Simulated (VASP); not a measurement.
HfO2, 3 atoms in the cell. Symmetry: P-3m1, No. 164, trigonal system. The conventional cell has a = 3.252 Å, b = 3.252 Å, c = 5.602 Å, α = 90.00°, β = 90.00°, γ = 120.00°. Within 2.8 Å of Hf (site symmetry -3m) lie 6 O at 2.11 Å. Within 2.8 Å of O (site symmetry 3m) lie 3 Hf at 2.11 Å and 3 O at 2.70 Å. 

* Program: VASP 6.6.1
* Task: single point
* Functional: PBE
* Dispersion: D3(BJ)
* Potentials or basis: VASP PAW PBE potentials, release 64 (Hf_pv, O)
* Cutoff: 520 eV
* k mesh: 12 × 12 × 6
* Occupations: gaussian, width 0.05 eV
* Spin: no spin polarisation
* Dipole correction: no
* Further INCAR settings: ALGO = Normal; EDIFF = 1e-06; NBANDS = 18

Potentials or basis: VASP PAW PBE potentials, release 64 (Hf_pv, O).

Run with:

```bash
$ cat potpaw_PBE.64/Hf_pv/POTCAR potpaw_PBE.64/O/POTCAR > POTCAR
$ mpirun -np 1 vasp_std > vasp.out
```

Hardware: 1 thread of AMD EPYC 7R13 (shared host).

Q: Estimate the wall time of this run.

A: Run time: 95 s on 1 thread of AMD EPYC 7R13, with other jobs on the host, peak memory 0.21 GiB. Counts: scf iterations 13, k points 100.
